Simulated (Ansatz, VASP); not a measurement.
# Be4Se in VASP and in Ansatz

File INCAR:

```
ALGO = Normal
EDIFF = 1E-7
EDIFFG = -0.04
ENCUT = 600
GGA = PE
IBRION = 2
ISIF = 3
ISMEAR = 0
LASPH = True
LCHARG = False
LREAL = False
LWAVE = False
NELM = 80
NSW = 90
PREC = Accurate
SIGMA = 0.1
```

File KPOINTS:

```
k-points
0
Gamma
  4 4 6
```

The input POSCAR:

```
Be4Se
1.0
    3.0174651600     -3.1685478500      0.0000000000
    3.0174651600      3.1685478500      0.0000000000
    0.0000000000      0.0000000000      2.7095916100
Be Se
4 1
Direct
    0.8105999900      0.1894000100      0.5000000000
    0.1894000100      0.8105999900      0.5000000000
    0.2852000000      0.2852000000      0.0000000000
    0.7148000000      0.7148000000      0.0000000000
    0.0000000000      0.0000000000      0.0000000000
```

Input for Ansatz:

```yaml
crystal:
  lattice:
    - [3.01746516, -3.16854785, 0.0]
    - [3.01746516, 3.16854785, 0.0]
    - [0.0, 0.0, 2.70959161]
  atoms:
    - { symbol: Be, position: [0.81059999, 0.18940001, 0.5] }
    - { symbol: Be, position: [0.18940001, 0.81059999, 0.5] }
    - { symbol: Be, position: [0.2852, 0.2852, 0.0] }
    - { symbol: Be, position: [0.7148, 0.7148, 0.0] }
    - { symbol: Se, position: [0.0, 0.0, 0.0] }
basis:
  ecutwfc: 420
kpoints:
  mp_grid: { grid: [4, 4, 6] }
hamiltonian:
  xc: pbe
scf:
  occupations: { method: gaussian, width: 0.1 }
  lower_state_search: "off"
output:
  forces: true
  stress: true
  eigenvalues: true
relax:
  adjacent_minimum: "off"
  f_tol: 0.04
  max_steps: 70
  cell: { stress_tol: 0.4 }
```

Change from the starting cell: species swapped into the OsCl4 type (Cmmm, No. 65).

Alike in both runs: task relaxation of cell and atoms; functional PBE; k mesh 4 × 4 × 6; occupations gaussian, width 0.1 eV; no spin polarisation.

```csv
,VASP,Ansatz
version,VASP 6.6.1,Ansatz 0.2.0
potentials or method,"VASP PAW PBE potentials, release 64 (Be, Se), cutoff 600 eV","scalar-relativistic, plane waves, PAW"
valence electrons in the cell,14,24
```

|  | VASP | Ansatz | Ansatz less VASP |
| --- | --- | --- | --- |
| gap on the k mesh at the Fermi level, each at its own relaxed structure (eV) | none | none | - |
| relaxed volume (Å³/atom) | 12.63 | 12.59 | -0.046 |
| relaxed cell length with the largest relative difference (Å) | 3.437 | 3.431 | -0.0059 |

A gap of «none» marks a metal or a gap that the smearing closes. VASP's potentials hold 14 valence electrons a cell and Ansatz's 24, so a difference there can come from the potentials and not from the codes.

The k mesh is coarse, so the values compare programs but aren't converged. Noted on VASP's run: the volume moved by over 15 % at a fixed basis, so the end points are rough.
